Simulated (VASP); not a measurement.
A run of VASP 6.6.1 is set up as follows.

INCAR

```
PREC = Accurate
ENCUT = 520
EDIFF = 1E-6
ISMEAR = 0
SIGMA = 0.05
LREAL = Auto
LASPH = T
NELM = 100
ALGO = Normal
ISIF = 2
LWAVE = F
LCHARG = T
GGA = PE
LELF = T
LVHAR = T
NBANDS = 72
```

KPOINTS

```
Automatic mesh
0
Gamma
  3 3 3
```

Contents of POSCAR:

```
Al30Ga
1.0
    8.1000000000      0.0000000000      0.0000000000
    0.0000000000      8.1000000000      0.0000000000
    0.0000000000      0.0000000000      8.1000000000
Al Ga
30 1
Direct
    0.5001338272      0.0026227160     -0.0028108642
    0.7473374074      0.2498269136     -0.0028104938
    0.7490600000      0.0009006173      0.2501024691
   -0.0016918519     -0.0008413580      0.0013722222
    0.2484382716      0.2442120988      0.0084090123
    0.5057438272      0.5015196296      0.0084039506
    0.7507993827      0.7516497531      0.0013729630
    0.2484746914     -0.0076887654      0.2501009877
    0.5014767901      0.2484839506      0.2501023457
    0.7576446914      0.5014854321      0.2501024691
    0.5001329630      0.0026232099      0.5030155556
    0.7473366667      0.2498272840      0.5030156790
    0.7482261728      0.0017302469      0.7501024691
    0.0032716049      0.5014122222     -0.0028111111
    0.2485488889      0.7466872840     -0.0028127160
   -0.0039028395      0.2494486420      0.2501019753
    0.2487817284      0.5011783951      0.2501016049
    0.5005125926      0.7538614815      0.2501023457
   -0.0016917284     -0.0008397531      0.4988316049
    0.2484385185      0.2442123457      0.4917940741
    0.5057441975      0.5015211111      0.4917998765
    0.7507996296      0.7516506173      0.4988328395
    0.2510576543      0.0015112346      0.7501019753
    0.7484490123      0.4989012346      0.7501025926
   -0.0003723457      0.7503322222      0.2501028395
    0.0032714815      0.5014118519      0.5030154321
    0.2485483951      0.7466882716      0.5030158025
    0.0010435802      0.2506516049      0.7501023457
    0.4993039506      0.7489101235      0.7501022222
    0.0013161728      0.7486439506      0.7501017284
    0.2937641975      0.4561788889      0.7501009877
```

Potentials or basis: VASP PAW PBE potentials, release 64 (Al, Ga_d).

Command:

```bash
$ cat potpaw_PBE.64/Al/POTCAR potpaw_PBE.64/Ga_d/POTCAR > POTCAR
$ mpirun -np 1 vasp_std > vasp.out
```

Q: Predict the pressure.

A: -0.9 GPa.

Q: Estimate the largest force.

A: 0.407 eV/Å.

Forces on the atoms (eV/Å):
```
Al   0.005 -0.009 -0.005
Al   0.010 -0.005 -0.005
Al   0.001 -0.002  0.000
Al   0.006 -0.014  0.007
Al   0.034  0.004 -0.038
Al  -0.004 -0.035 -0.038
Al   0.014 -0.006  0.007
Al   0.004  0.000  0.000
Al   0.015 -0.015  0.000
Al   0.000 -0.004  0.000
Al   0.005 -0.009  0.005
Al   0.010 -0.005  0.005
Al   0.004 -0.004  0.000
Al   0.008 -0.011 -0.001
Al   0.012 -0.008 -0.001
Al   0.024 -0.006  0.000
Al   0.001 -0.001  0.000
Al   0.006 -0.024  0.000
Al   0.006 -0.014 -0.007
Al   0.034  0.004  0.038
Al  -0.004 -0.035  0.038
Al   0.014 -0.006 -0.007
Al   0.006 -0.011  0.000
Al   0.011 -0.007  0.000
Al   0.007 -0.007  0.000
Al   0.008 -0.011  0.001
Al   0.012 -0.008  0.001
Al   0.000 -0.024  0.000
Al   0.024  0.001  0.000
Al   0.013 -0.014  0.000
Ga  -0.288  0.288  0.000
```
